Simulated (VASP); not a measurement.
# BP (F-43m) in VASP: further runs

Aim: see how the results for BP move with the level of theory and the settings. Levels: PBE-based screened hybrid, LDA. Tasks: single point.

Program: VASP 6.6.1. These are calculated values, not measurements. Logs are shortened: lines on timing, memory, paths and dates and some standing lists are left out, and cuts for length are marked.

**1. The cell of the first run**

Symmetry: F-43m, No. 216, cubic system. The conventional cell has a = 4.537 Å, b = 4.537 Å, c = 4.537 Å, α = 90.00°, β = 90.00°, γ = 90.00°. B (site symmetry -43m) has 4 P at 1.96 Å within 2.6 Å. Within 2.6 Å of P (site symmetry -43m) lie 4 B at 1.96 Å.

**2. Single point, PBE-based screened hybrid**

The input, POSCAR:

```
BP
1.0
    0.0000000000      2.2683155501      2.2683155501
    2.2683155501      0.0000000000      2.2683155501
    2.2683155501      2.2683155501      0.0000000000
B P
1 1
Direct
    0.0000000000      0.0000000000      0.0000000000
    0.2500000000      0.2500000000      0.2500000000
```

The input, INCAR.step1:

```
SYSTEM = BP
ALGO = Normal
EDIFF = 1E-5
ENCUT = 520
GGA = PE
ISIF = 2
ISMEAR = 0
LASPH = .True.
LREAL = .False.
LWAVE = .True.
NBANDS = 11
NELM = 60
PREC = Accurate
SIGMA = 0.01
```

The input, INCAR.step2:

```
SYSTEM = BP
AEXX = 0.3
ALGO = Normal
EDIFF = 1E-6
ENCUT = 520
GGA = PE
HFSCREEN = 0.5
ISIF = 2
ISMEAR = 0
ISTART = 1
LASPH = .True.
LCHARG = .True.
LELF = .True.
LHFCALC = .True.
LREAL = .False.
LVHAR = .True.
LWAVE = .False.
NBANDS = 11
NELM = 60
PREC = Accurate
PRECFOCK = Normal
SIGMA = 0.01
```

The input, KPOINTS:

```
k-points
0
Gamma
  4 4 4
  0 0 0
```

Potentials or basis: VASP PAW PBE potentials, release 64 (B, P).

Run with:

```bash
$ cat potpaw_PBE.64/B/POTCAR potpaw_PBE.64/P/POTCAR > POTCAR
$ cp INCAR.step1 INCAR
$ mpirun -np 1 vasp_std > vasp.out
$ cp INCAR.step2 INCAR
$ mpirun -np 1 vasp_std > vasp.out
```

OUTCAR:

```text
SYSTEM = BP
   AEXX = 0.3
   EDIFF = 1E-6
   ENCUT = 520
   GGA = PE
   HFSCREEN = 0.5
   ISIF = 2
   ISMEAR = 0
   ISTART = 1
   LASPH = .True.
   LHFCALC = .True.
   LREAL = .False.
   NELM = 60
   PREC = Accurate
   PRECFOCK = Normal

 ion  position               nearest neighbor table
   1  0.000  0.000  0.000-   2 1.96   2 1.96   2 1.96   2 1.96
   2  0.250  0.250  0.250-   1 1.96   1 1.96   1 1.96   1 1.96

  LATTYP: Found a face centered cubic cell.
 ALAT       =     4.5366311002

  Lattice vectors:

 A1 = (   0.0000000000,   2.2683155501,   2.2683155501)
 A2 = (   2.2683155501,   0.0000000000,   2.2683155501)
 A3 = (   2.2683155501,   2.2683155501,   0.0000000000)

Analysis of symmetry for initial positions (statically):
=====================================================================
 Subroutine PRICEL returns:
 Original cell was already a primitive cell.

 Routine SETGRP: Setting up the symmetry group for a
 face centered cubic supercell.

 Subroutine GETGRP returns: Found 24 space group operations
 (whereof 24 operations were pure point group operations)
 out of a pool of 48 trial point group operations.

The static configuration has the point symmetry T_d .

Analysis of symmetry for dynamics (positions and initial velocities):
=====================================================================
 Subroutine PRICEL returns:
 Original cell was already a primitive cell.

 Routine SETGRP: Setting up the symmetry group for a
 face centered cubic supercell.

 Subroutine GETGRP returns: Found 24 space group operations
 (whereof 24 operations were pure point group operations)
 out of a pool of 48 trial point group operations.

The dynamic configuration has the point symmetry T_d .

 Subroutine INISYM returns: Found 24 space group operations
 (whereof 24 operations are pure point group operations),
 and found     1 'primitive' translations

----------------------------------------------------------------------------------------

                                     Primitive cell

  volume of cell :      23.3421

  direct lattice vectors                    reciprocal lattice vectors
     0.000000000  2.268315550  2.268315550    -0.220427885  0.220427885  0.220427885
[... 79 lines left out ...]
   PSTRESS=    0.0 pullay stress
   NELECT =       8.0000    total number of electrons
   NUPDOWN=      -1.0000    fix difference up-down
   EMIN   =  10.00;   EMAX   =-10.00  energy-range for DOS
   EFERMI =   0.00;   METHOD = LEGACY
   ISMEAR =     0;   SIGMA  =   0.01  broadening in eV -4-tet -1-fermi 0-gaus
   EFERMI_NEDOS =   21; number of points for ismear=-14 and -15
   IALGO  =     38    algorithm
   IMIX   =      1    mixing-type and parameters
     AMIX     =   0.40;   BMIX     =  1.00
     AMIX_MAG =   1.60;   BMIX_MAG =  1.00
  volume/ion in A,a.u.               =      11.67        78.76
  Fermi-wavevector in a.u.,A,eV,Ry     =   1.145666  2.164995 17.858335  1.312551
  Thomas-Fermi vector in A             =   2.282353
   LORBIT       =      0    0 simple, 1 ext, 2 COOP (PROOUT), +10 PAW based schemes
   GGA     = PE    functional components
   LHFCALC =     T    Hartree Fock is set to
   PRECFOCK=normal    Normal, Fast or Accurate (Low or Medium for compatibility)
   ENCUT4O =  -1.0   cutoff for four orbital integrals eV
   NKREDX  =     1    reduce k-point grid by
   NKREDY  =     1    reduce k-point grid by
   NKREDZ  =     1    reduce k-point grid by
   AEXX    =    0.3000 exact exchange contribution
   HFSCREEN=    0.5000 screening length (either q_TF or 0.3 A-1)
   HFSCREENC=   0.5000 screening length for correlation (either q_TF or 0.3 A-1)
   ENCUTFOCK=  -1.0 apply spherical cutoff to Coloumb kernel
   IVDW    =     0    specifies the selected vdW correction
   LEPSILON=     F    determine dielectric tensor
   LRPA    =     F    only Hartree local field effects (RPA)
 non-spin polarized calculation
 Gauss-broadening in eV      SIGMA  =   0.01
  energy-cutoff  :      520.00
  volume of cell :       23.34
 maximum number of plane-waves:       636
  NGX = 18; NGY = 18; NGZ = 18

 number of electron       8.0000000 magnetization

 Free energy of the ion-electron system (eV)
  ---------------------------------------------------
  ext. energy  EPLUGINS =         0.00000000
  ---------------------------------------------------
  free energy    TOTEN  =       -13.93815892 eV

  energy without entropy =      -13.93815892  energy(sigma->0) =      -13.93815892

 E-fermi :   7.3136     XC(G=0):  -9.1290

 val. band max:        7.2307482001   @ k =   0.0000   0.0000   0.0000
 cond. band min:       8.9273644221   @ k =   0.5000   0.5000   0.0000
 fundamental gap:      1.6966162219
 Fermi energy:         7.3135891740

 k-point     1 :       0.0000    0.0000    0.0000
  band No.  band energies     occupation
      1      -9.6454      2.00000
      2       7.2307      2.00000
      3       7.2307      2.00000
      4       7.2307      2.00000
      5      11.2052      0.00000
      6      11.2052      0.00000
      7      11.2052      0.00000
      8      15.5054      0.00000
      9      19.4256      0.00000
     10      20.2182      0.00000
     11      20.2182      0.00000
[... 85 lines left out ...]
 k-point     8 :      -0.2500    0.5000    0.2500
  band No.  band energies     occupation
      1      -3.9821      2.00000
      2      -1.5919      2.00000
      3       1.2010      2.00000
      4       1.4133      2.00000
      5      13.1548      0.00000
      6      14.5828      0.00000
      7      15.3202      0.00000
      8      15.5029      0.00000
      9      21.2435      0.00000
     10      24.6903      0.00000
     11      24.8413      0.00000

------------------------ aborting loop because EDIFF is reached ----------------------------------------

  FORCE on cell =-STRESS in cart. coord.  units (eV):
  Direction    XX          YY          ZZ          XY          YZ          ZX
  --------------------------------------------------------------------------------------
  -------------------------------------------------------------------------------------
  Total       -0.0492140     -0.0492140     -0.0492140     -0.0000000     -0.0000000      0.0000000
  in kB       -3.3779962     -3.3779962     -3.3779962     -0.0000000     -0.0000000      0.0000000
  external PRESSURE =      -3.3779962 kB  Pullay stress =       0.0000000 kB

 VOLUME and BASIS-vectors are now :
 -----------------------------------------------------------------------------
  energy-cutoff  :      520.00
  volume of cell :       23.34
      direct lattice vectors                 reciprocal lattice vectors
     0.000000000  2.268315550  2.268315550    -0.220427885  0.220427885  0.220427885
     2.268315550  0.000000000  2.268315550     0.220427885 -0.220427885  0.220427885
     2.268315550  2.268315550  0.000000000     0.220427885  0.220427885 -0.220427885

 POSITION                                       TOTAL-FORCE (eV/Angst)
 -----------------------------------------------------------------------------------
      0.00000      0.00000      0.00000        -0.000000     -0.000000     -0.000000
      1.13416      1.13416      1.13416         0.000000      0.000000      0.000000
 -----------------------------------------------------------------------------------
    total drift:                               -0.000001      0.000001      0.000001

  FREE ENERGIE OF THE ION-ELECTRON SYSTEM (eV)
  ---------------------------------------------------
  free  energy   TOTEN  =       -13.9381589204 eV

  energy  without entropy=      -13.9381589204  energy(sigma->0) =      -13.93815892
```

OUTCAR.step1:

```text
SYSTEM = BP
   EDIFF = 1E-5
   ENCUT = 520
   GGA = PE
   ISIF = 2
   ISMEAR = 0
[... 315 lines left out ...]
      0.00000      0.00000      0.00000         0.000000      0.000000      0.000000
      1.13416      1.13416      1.13416        -0.000000     -0.000000     -0.000000
 -----------------------------------------------------------------------------------
    total drift:                                0.000000      0.000000      0.000000

  FREE ENERGIE OF THE ION-ELECTRON SYSTEM (eV)
  ---------------------------------------------------
  free  energy   TOTEN  =       -12.7584897530 eV

  energy  without entropy=      -12.7584897530  energy(sigma->0) =      -12.75848975
```

OSZICAR.step1:

```text
N       E                     dE             d eps       ncg     rms          rms(c)
DAV:   1     0.961953888091E+01    0.96195E+01   -0.38535E+03   176   0.656E+02
DAV:   2    -0.130787942651E+02   -0.22698E+02   -0.22379E+02   230   0.109E+02
DAV:   3    -0.135050713570E+02   -0.42628E+00   -0.42549E+00   223   0.137E+01
DAV:   4    -0.135064885165E+02   -0.14172E-02   -0.14170E-02   208   0.934E-01
DAV:   5    -0.135064965033E+02   -0.79868E-05   -0.79867E-05   215   0.674E-02    0.726E+00
DAV:   6    -0.128641561602E+02    0.64234E+00   -0.14560E+00   191   0.523E+00    0.388E+00
DAV:   7    -0.127663396265E+02    0.97817E-01   -0.23676E-01   225   0.244E+00    0.136E+00
DAV:   8    -0.127578629845E+02    0.84766E-02   -0.29690E-02   202   0.969E-01    0.212E-01
DAV:   9    -0.127582293276E+02   -0.36634E-03   -0.70671E-04   197   0.177E-01    0.153E-01
DAV:  10    -0.127584748357E+02   -0.24551E-03   -0.28901E-04   199   0.108E-01    0.298E-02
DAV:  11    -0.127584882735E+02   -0.13438E-04   -0.17848E-05   217   0.257E-02    0.397E-02
DAV:  12    -0.127584897530E+02   -0.14795E-05   -0.65412E-06   137   0.130E-02
   1 F= -.12758490E+02 E0= -.12758490E+02  d E =-.726903E-17
```

It took 2 min on 1 thread of Intel Xeon 8259CL, shared host; peak memory 0.23 GiB.

What came out:

```
Free energy            : -13.9382 eV
Pressure               : -0.3 GPa
Band gap on the k mesh : 1.70 eV, indirect (least direct gap 3.97 eV)
```

Caveat: the k points lie up to 0.60 Å⁻¹ apart; the PAW data sets were made with another functional, which shifts forces and pressure a little.

(Continued in part 2 of 2.)
